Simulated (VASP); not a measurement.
# CoW3 (Pm-3m) in VASP: single point with PBE

Aim: the single point of CoW3 with PBE.

Program: VASP 6.6.1. These are calculated values, not measurements. Logs are shortened: lines on timing, memory, paths and dates and some standing lists are left out, and cuts for length are marked.

## Step 1: The cell of the first run

It takes space group Pm-3m (No. 221, cubic). The conventional cell has a = 3.907 Å, b = 3.907 Å, c = 3.907 Å, α = 90.00°, β = 90.00°, γ = 90.00°. Co (site symmetry m-3m) has 12 W at 2.76 Å within 3.6 Å. Within 3.6 Å of W (site symmetry 4/mmm) lie 4 Co at 2.76 Å and 8 W at 2.76 Å. Within 3.6 Å of W (site symmetry 4/mmm) lie 4 Co at 2.76 Å and 8 W at 2.76 Å.

## Step 2: Single point, PBE, collinear spin, ferromagnetic start

File INCAR:

```
SYSTEM = CoW3
  PREC = Accurate
  ENCUT = 520
  EDIFF = 1E-6
  ISMEAR = -1
  SIGMA = 0.1
  LREAL = .FALSE.
  LASPH = .TRUE.
  NELM = 150
  ALGO = Normal
  ISIF = 2
  LWAVE = .FALSE.
  LCHARG = .FALSE.
  ISPIN = 2
  MAGMOM = 3 3 0 0 0 0 0 0
  LORBIT = 11
  LMAXMIX = 4
  GGA = PE
  NBANDS = 65
```

File KPOINTS:

```
Automatic mesh
0
G
  6 3 6
  0 0 0
```

File POSCAR:

```
CoW3
1.0
    3.9073500000      0.0000000000      0.0000000000
    0.0000000000      7.8147000000      0.0000000000
    0.0000000000      0.0000000000      3.9073500000
Co W
2 6
Direct
    0.0000000000      0.0000000000      0.0000000000
    0.0000000000      0.5000000000      0.0000000000
    0.0000000000      0.2500000000      0.5000000000
    0.5000000000      0.0000000000      0.5000000000
    0.5000000000      0.2500000000      0.0000000000
    0.0000000000      0.7500000000      0.5000000000
    0.5000000000      0.5000000000      0.5000000000
    0.5000000000      0.7500000000      0.0000000000
```

Potentials or basis: VASP PAW PBE potentials, release 64 (Co, W_sv).

On the command line:

```console
> cat potpaw_PBE.64/Co/POTCAR potpaw_PBE.64/W_sv/POTCAR > POTCAR
> mpirun -np 1 vasp_std > vasp.out
```

OUTCAR:

```text
SYSTEM = CoW3
   PREC = Accurate
   ENCUT = 520
   EDIFF = 1E-6
   ISMEAR = -1
   LREAL = .FALSE.
   LASPH = .TRUE.
   NELM = 150
   ISIF = 2
   ISPIN = 2
   LORBIT = 11
   GGA = PE

 ion  position               nearest neighbor table
   1  0.000  0.000  0.000-   3 2.76   4 2.76   5 2.76   6 2.76   8 2.76   3 2.76   4 2.76   6 2.76
                             4 2.76   5 2.76   8 2.76   4 2.76
   2  0.000  0.500  0.000-   3 2.76   5 2.76   6 2.76   7 2.76   8 2.76   3 2.76   6 2.76   7 2.76
                             5 2.76   7 2.76   8 2.76   7 2.76
   3  0.000  0.250  0.500-   1 2.76   2 2.76   4 2.76   5 2.76   7 2.76   1 2.76   2 2.76   5 2.76
                             4 2.76   5 2.76   7 2.76   5 2.76
   4  0.500  0.000  0.500-   1 2.76   3 2.76   5 2.76   6 2.76   8 2.76   1 2.76   5 2.76   8 2.76
                             1 2.76   3 2.76   6 2.76   1 2.76
   5  0.500  0.250  0.000-   1 2.76   2 2.76   3 2.76   4 2.76   7 2.76   3 2.76   4 2.76   7 2.76
                             1 2.76   2 2.76   3 2.76   3 2.76
   6  0.000  0.750  0.500-   1 2.76   2 2.76   4 2.76   7 2.76   8 2.76   1 2.76   2 2.76   8 2.76
                             4 2.76   7 2.76   8 2.76   8 2.76
   7  0.500  0.500  0.500-   2 2.76   3 2.76   5 2.76   6 2.76   8 2.76   2 2.76   5 2.76   8 2.76
                             2 2.76   3 2.76   6 2.76   2 2.76
   8  0.500  0.750  0.000-   1 2.76   2 2.76   4 2.76   6 2.76   7 2.76   4 2.76   6 2.76   7 2.76
                             1 2.76   2 2.76   6 2.76   6 2.76

  LATTYP: Found a simple tetragonal cell.
 ALAT       =     3.9073500000
 C/A-ratio  =     2.0000000000

  Lattice vectors:

 A1 = (  -3.9073500000,   0.0000000000,   0.0000000000)
 A2 = (   0.0000000000,   0.0000000000,   3.9073500000)
 A3 = (   0.0000000000,   7.8147000000,   0.0000000000)

Analysis of symmetry for initial positions (statically):
=====================================================================
 Subroutine PRICEL returns following result:

  LATTYP: Found a simple cubic cell.
 ALAT       =     3.9073500000
[... 12 lines left out ...]
 Subroutine GETGRP returns: Found 16 space group operations
 (whereof 16 operations were pure point group operations)
 out of a pool of 16 trial point group operations.

The static configuration has the point symmetry D_4h.

Analysis of symmetry for dynamics (positions and initial velocities):
=====================================================================
 Subroutine PRICEL returns following result:

  LATTYP: Found a simple cubic cell.
 ALAT       =     3.9073500000
[... 12 lines left out ...]
 Subroutine GETGRP returns: Found 16 space group operations
 (whereof 16 operations were pure point group operations)
 out of a pool of 16 trial point group operations.

The dynamic configuration has the point symmetry D_4h.

Analysis of structural, dynamic, and magnetic symmetry:
[... 172 lines left out ...]
 val. band max:       10.4456011265   @ k =   0.5000   0.3333   0.1667
 cond. band min:      10.4604366818   @ k =   0.0000   0.3333   0.0000
 fundamental gap:      0.0148355553
 Fermi energy:        10.4506700612

 spin component 1

 k-point     1 :       0.0000    0.0000    0.0000
  band No.  band energies     occupation
      1     -63.2454      1.00000
      2     -63.1924      1.00000
      3     -63.1392      1.00000
      4     -63.0860      1.00000
      5     -63.0860      1.00000
      6     -63.0857      1.00000
[... 1309 lines left out ...]
     62      13.4991      0.00000
     63      13.5556      0.00000
 Fermi energy:        10.4506700612

 spin component 2

 k-point     1 :       0.0000    0.0000    0.0000
  band No.  band energies     occupation
      1     -63.2445      1.00000
      2     -63.1915      1.00000
      3     -63.1384      1.00000
      4     -63.0852      1.00000
      5     -63.0851      1.00000
      6     -63.0849      1.00000
[... 1309 lines left out ...]
     62      13.5168      0.00000
     63      13.5574      0.00000
 [bands above 63 left out]

------------------------ aborting loop because EDIFF is reached ----------------------------------------

  FORCE on cell =-STRESS in cart. coord.  units (eV):
  Direction    XX          YY          ZZ          XY          YZ          ZX
  --------------------------------------------------------------------------------------
  -------------------------------------------------------------------------------------
  Total       -0.7404135     -0.7404315     -0.7404135     -0.0000000      0.0000000      0.0000000
  in kB       -9.9427826     -9.9430243     -9.9427826     -0.0000000      0.0000000      0.0000000
  external PRESSURE =      -9.9428631 kB  Pullay stress =       0.0000000 kB

 VOLUME and BASIS-vectors are now :
 -----------------------------------------------------------------------------
  energy-cutoff  :      520.00
  volume of cell :      119.31
      direct lattice vectors                 reciprocal lattice vectors
     3.907350000  0.000000000  0.000000000     0.255927931  0.000000000  0.000000000
     0.000000000  7.814700000  0.000000000     0.000000000  0.127963965  0.000000000
     0.000000000  0.000000000  3.907350000     0.000000000  0.000000000  0.255927931

 POSITION                                       TOTAL-FORCE (eV/Angst)
 -----------------------------------------------------------------------------------
      0.00000      0.00000      0.00000         0.000000     -0.000000      0.000000
      0.00000      3.90735      0.00000         0.000000     -0.000000      0.000000
      0.00000      1.95368      1.95368         0.000000      0.000000     -0.000000
      1.95368      0.00000      1.95368        -0.000000     -0.000000     -0.000000
      1.95368      1.95368      0.00000        -0.000000      0.000000      0.000000
      0.00000      5.86102      1.95368         0.000000      0.000000     -0.000000
      1.95368      3.90735      1.95368        -0.000000     -0.000000     -0.000000
      1.95368      5.86102      0.00000        -0.000000      0.000000      0.000000
 -----------------------------------------------------------------------------------
    total drift:                                0.000000      0.000000     -0.000000

  FREE ENERGIE OF THE ION-ELECTRON SYSTEM (eV)
  ---------------------------------------------------
  free  energy   TOTEN  =       -89.8399233268 eV

  energy  without entropy=      -89.5289771209  energy(sigma->0) =      -89.68445022

 total charge

# of ion       s       p       d       tot
------------------------------------------
    1        0.462   0.547   7.281   8.290
    2        0.462   0.547   7.281   8.290
    3        2.416   6.303   3.354  12.073
    4        2.416   6.303   3.354  12.073
    5        2.416   6.303   3.354  12.073
    6        2.416   6.303   3.354  12.073
    7        2.416   6.303   3.354  12.073
    8        2.416   6.303   3.354  12.073
--------------------------------------------------
tot         15.420  38.910  34.689  89.019

 magnetization (x)

# of ion       s       p       d       tot
------------------------------------------
    1        0.000   0.001   0.057   0.058
    2        0.000   0.001   0.057   0.058
    3        0.000  -0.000   0.002   0.002
    4        0.000  -0.000   0.002   0.002
    5        0.000  -0.000   0.002   0.002
    6        0.000  -0.000   0.002   0.002
    7        0.000  -0.000   0.002   0.002
    8        0.000  -0.000   0.002   0.002
--------------------------------------------------
tot          0.001   0.000   0.125   0.126
```

stdout:

```text
POSCAR found type information on POSCAR CoW
 POSCAR found :  2 types and       8 ions
 scaLAPACK will be used
 LDA part: xc-table for (Slater+PW92), standard interpolation
 POSCAR, INCAR and KPOINTS ok, starting setup
 FFT: planning ... GRIDC
 FFT: planning ... GRID_SOFT
 FFT: planning ... GRID
 WAVECAR not read
 entering main loop
```

It took 3.5 min on 1 thread of Intel Xeon 6975P-C (Granite Rapids), shared host; peak memory 0.4 GiB.

What came out:

```yaml
Free_energy: -89.8399 eV
Pressure: -1.0 GPa
Net_moment: 0.13 μB per cell
Site_moments: Co +0.06; W +0.00 μB
Valence_electrons_inside_the_program's_atomic_spheres: Co 8.29; W 12.07
```

Caveat: spin-orbit coupling is left out, which moves the levels of the heavy elements.
